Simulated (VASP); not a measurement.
# Sb (Im-3m) in VASP: notebook

Runs on Sb. Level: r2SCAN. Tasks: single point.

All numbers are computed with VASP 6.6.1; they aren't measurements. Logs are shortened: lines on timing, memory, paths and dates and some standing lists are left out, and cuts for length are marked.

**1. The cell of the first run**

It takes space group Im-3m (No. 229, cubic). The conventional cell has a = 3.533 Å, b = 3.533 Å, c = 3.533 Å, α = 90.00°, β = 90.00°, γ = 90.00°. Within 4.0 Å of Sb (site symmetry m-3m) lie 14 Sb at 3.06 to 3.53 Å.

This isn't the form of Sb at room conditions, which is rhombohedral.

**2. Single point, r2SCAN**

Input file POSCAR:

```
Sb
1.0
   -1.7666868278      1.7666868278      1.7666868278
    1.7666868278     -1.7666868278      1.7666868278
    1.7666868278      1.7666868278     -1.7666868278
Sb
1
Direct
    0.0000000000      0.0000000000      0.0000000000
```

Input file INCAR.step1:

```
SYSTEM = Sb
PREC = Accurate
ENCUT = 520
ISMEAR = 0
SIGMA = 0.1
LREAL = .False.
LASPH = .True.
NELM = 80
NBANDS = 8
GGA = PE
ALGO = Normal
EDIFF = 1E-4
LWAVE = .True.
LCHARG = .False.
```

Input file INCAR.step2:

```
SYSTEM = Sb
PREC = Accurate
ENCUT = 520
EDIFF = 1E-7
ISMEAR = 0
SIGMA = 0.1
LREAL = .False.
LASPH = .True.
NELM = 80
ALGO = Normal
ISIF = 2
LWAVE = .False.
LCHARG = .True.
METAGGA = R2SCAN
LMIXTAU = .True.
LELF = .True.
LVHAR = .True.
NBANDS = 8
ISTART = 1
```

Input file KPOINTS:

```
regular mesh
0
Gamma
  18 18 18
  0 0 0
```

Potentials or basis: VASP PAW PBE potentials, release 64 (Sb).

Launch:

```
$ cat potpaw_PBE.64/Sb/POTCAR > POTCAR
$ cp INCAR.step1 INCAR
$ mpirun -np 1 vasp_std > vasp.out
$ cp INCAR.step2 INCAR
$ mpirun -np 1 vasp_std > vasp.out
```

OUTCAR:

```text
SYSTEM = Sb
   PREC = Accurate
   ENCUT = 520
   EDIFF = 1E-7
   ISMEAR = 0
   LREAL = .False.
   LASPH = .True.
   NELM = 80
   ISIF = 2
   METAGGA = R2SCAN
   ISTART = 1

 ion  position               nearest neighbor table
   1  0.000  0.000  0.000-

  LATTYP: Found a body centered cubic cell.
 ALAT       =     3.5333736556

  Lattice vectors:

 A1 = (  -1.7666868278,   1.7666868278,   1.7666868278)
 A2 = (   1.7666868278,  -1.7666868278,   1.7666868278)
 A3 = (   1.7666868278,   1.7666868278,  -1.7666868278)

Analysis of symmetry for initial positions (statically):
=====================================================================
 Subroutine PRICEL returns:
 Original cell was already a primitive cell.

 Routine SETGRP: Setting up the symmetry group for a
 body centered cubic supercell.

 Subroutine GETGRP returns: Found 48 space group operations
 (whereof 48 operations were pure point group operations)
 out of a pool of 48 trial point group operations.

The static configuration has the point symmetry O_h .

Analysis of symmetry for dynamics (positions and initial velocities):
=====================================================================
 Subroutine PRICEL returns:
 Original cell was already a primitive cell.

 Routine SETGRP: Setting up the symmetry group for a
 body centered cubic supercell.

 Subroutine GETGRP returns: Found 48 space group operations
 (whereof 48 operations were pure point group operations)
 out of a pool of 48 trial point group operations.

The dynamic configuration has the point symmetry O_h .

 Subroutine INISYM returns: Found 48 space group operations
 (whereof 48 operations are pure point group operations),
 and found     1 'primitive' translations

----------------------------------------------------------------------------------------

                                     Primitive cell

  volume of cell :      22.0566

  direct lattice vectors                    reciprocal lattice vectors
    -1.766686828  1.766686828  1.766686828     0.000000000  0.283015638  0.283015638
     1.766686828 -1.766686828  1.766686828     0.283015638  0.000000000  0.283015638
     1.766686828  1.766686828 -1.766686828     0.283015638  0.283015638  0.000000000

  length of vectors
     3.059991347  3.059991347  3.059991347     0.400244554  0.400244554  0.400244554

  position of ions in fractional coordinates (direct lattice)
     0.000000000  0.000000000  0.000000000

[... 71 lines left out ...]
   LSORBIT =      F    spin-orbit coupling
   LASPH  =      T    aspherical Exc in radial PAW
   ENCUT  =  520.0 eV  38.22 Ry    6.18 a.u.   5.69  5.69  5.69*2*pi/ulx,y,z
   NELM   =     80;   NELMIN=  2; NELMDL=  0     # of ELM steps
   EDIFF  = 0.1E-06   stopping-criterion for ELM
   LREAL  =      F    real-space projection
   EDIFFG = 0.1E-05   stopping-criterion for IOM
   NSW    =      0    number of steps for IOM
   IBRION =     -1    ionic relax: 0-MD 1-quasi-New 2-CG
   NFREE  =      0    steps in history (QN), initial steepest desc. (CG)
   ISIF   =      2    stress and relaxation
   ISYM   =      2    0-nonsym 1-usesym 2-fastsym
   POTIM  = 0.5000    time-step for ionic-motion
   TEBEG  =    0.0;   TEEND  =   0.0 temperature during run
   PSTRESS=    0.0 pullay stress
   NELECT =       5.0000    total number of electrons
   NUPDOWN=      -1.0000    fix difference up-down
   EMIN   =  10.00;   EMAX   =-10.00  energy-range for DOS
   EFERMI =   0.00;   METHOD = LEGACY
   ISMEAR =     0;   SIGMA  =   0.10  broadening in eV -4-tet -1-fermi 0-gaus
   EFERMI_NEDOS =   21; number of points for ismear=-14 and -15
   IALGO  =     38    algorithm
   IMIX   =      4    mixing-type and parameters
     AMIX     =   0.40;   BMIX     =  1.00
     AMIX_MAG =   1.60;   BMIX_MAG =  1.00
  volume/ion in A,a.u.               =      22.06       148.85
  Fermi-wavevector in a.u.,A,eV,Ry     =   0.998202  1.886329 13.556954  0.996408
  Thomas-Fermi vector in A             =   2.130410
   LORBIT       =      0    0 simple, 1 ext, 2 COOP (PROOUT), +10 PAW based schemes
   METAGGA = R2SCAN    functional components
   LHFCALC =     F    Hartree Fock is set to
   AEXX    =    0.0000 exact exchange contribution
   IVDW    =     0    specifies the selected vdW correction
   LEPSILON=     F    determine dielectric tensor
   LRPA    =     F    only Hartree local field effects (RPA)
 non-spin polarized calculation
 Gauss-broadening in eV      SIGMA  =   0.10
  energy-cutoff  :      520.00
  volume of cell :       22.06
 maximum number of plane-waves:       610
   NGX = 11   NGY = 11   NGZ = 11

 number of electron       5.0000000 magnetization

 Free energy of the ion-electron system (eV)
  ---------------------------------------------------
  ext. energy  EPLUGINS =         0.00000000
  ---------------------------------------------------
  free energy    TOTEN  =       -25.09798162 eV

  energy without entropy =      -25.09579422  energy(sigma->0) =      -25.09688792

 E-fermi :  11.2993     XC(G=0): -11.7629

 val. band max:       11.2874151392   @ k =  -0.2222   0.2778   0.0556
 cond. band min:      11.3095199410   @ k =   0.3889   0.1111   0.0556
 fundamental gap:      0.0221048018
 Fermi energy:        11.2992763678

 k-point     1 :       0.0000    0.0000    0.0000
  band No.  band energies     occupation
      1      -4.0279      2.00000
      2      18.9091      0.00000
      3      18.9091      0.00000
      4      18.9091      0.00000
      5      23.0573      0.00000
      6      23.0573      0.00000
      7      23.0574      0.00000
      8      23.9854      0.00000
[... 243 lines left out ...]
 k-point    24 :       0.3889    0.1111    0.0000
  band No.  band energies     occupation
      1       1.2343      2.00000
      2       5.0140      2.00000
      3      11.9622      0.00000
      4      14.9929      0.00000
      5      19.5865      0.00000
      6      21.5877      0.00000
      7      25.3344      0.00000
      8      27.4996      0.00000

 [... further k-points ...]
[... 5 lines left out ...]
  --------------------------------------------------------------------------------------
  -------------------------------------------------------------------------------------
  Total        2.7612428      2.7612428      2.7612428      0.0000000      0.0000000      0.0000000
  in kB      200.5748498    200.5748498    200.5748498      0.0000000      0.0000000      0.0000000
  external PRESSURE =     200.5748498 kB  Pullay stress =       0.0000000 kB

 VOLUME and BASIS-vectors are now :
 -----------------------------------------------------------------------------
  energy-cutoff  :      520.00
  volume of cell :       22.06
      direct lattice vectors                 reciprocal lattice vectors
    -1.766686828  1.766686828  1.766686828     0.000000000  0.283015638  0.283015638
     1.766686828 -1.766686828  1.766686828     0.283015638  0.000000000  0.283015638
     1.766686828  1.766686828 -1.766686828     0.283015638  0.283015638  0.000000000

 POSITION                                       TOTAL-FORCE (eV/Angst)
 -----------------------------------------------------------------------------------
      0.00000      0.00000      0.00000        -0.000000     -0.000000     -0.000000
 -----------------------------------------------------------------------------------
    total drift:                                0.000000     -0.000000     -0.000000

  FREE ENERGIE OF THE ION-ELECTRON SYSTEM (eV)
  ---------------------------------------------------
  free  energy   TOTEN  =       -25.0979816198 eV

  energy  without entropy=      -25.0957942168  energy(sigma->0) =      -25.09688792
```

OUTCAR.step1:

```text
SYSTEM = Sb
   PREC = Accurate
   ENCUT = 520
   ISMEAR = 0
   LREAL = .False.
   LASPH = .True.
   NELM = 80
[... 480 lines left out ...]
 -----------------------------------------------------------------------------------
      0.00000      0.00000      0.00000        -0.000000      0.000000     -0.000000
 -----------------------------------------------------------------------------------
    total drift:                                0.000000      0.000000      0.000000

  FREE ENERGIE OF THE ION-ELECTRON SYSTEM (eV)
  ---------------------------------------------------
  free  energy   TOTEN  =        -3.6416959176 eV

  energy  without entropy=       -3.6394326841  energy(sigma->0) =       -3.64056430
```

Wall time 41 s (1 thread of Intel Xeon Platinum 8559C (Emerald Rapids), shared host); peak memory 0.16 GiB.

Results:

```
Free energy            : -25.0980 eV
Pressure               : 20.1 GPa
Band gap on the k mesh : zero (an odd number of electrons rules out a gap without spin polarisation)
```

Caveat: the cell stands under pressure; the PAW data sets were made with another functional, which shifts forces and pressure a little; spin-orbit coupling is left out, which moves the levels of the heavy elements; an odd number of electrons without spin polarisation forces a metal; a magnetic or distorted state may lie lower.

(Part 1 of 3 ends here.)

The gap in the log of VASP goes by the Fermi energy; the results here count the filled bands.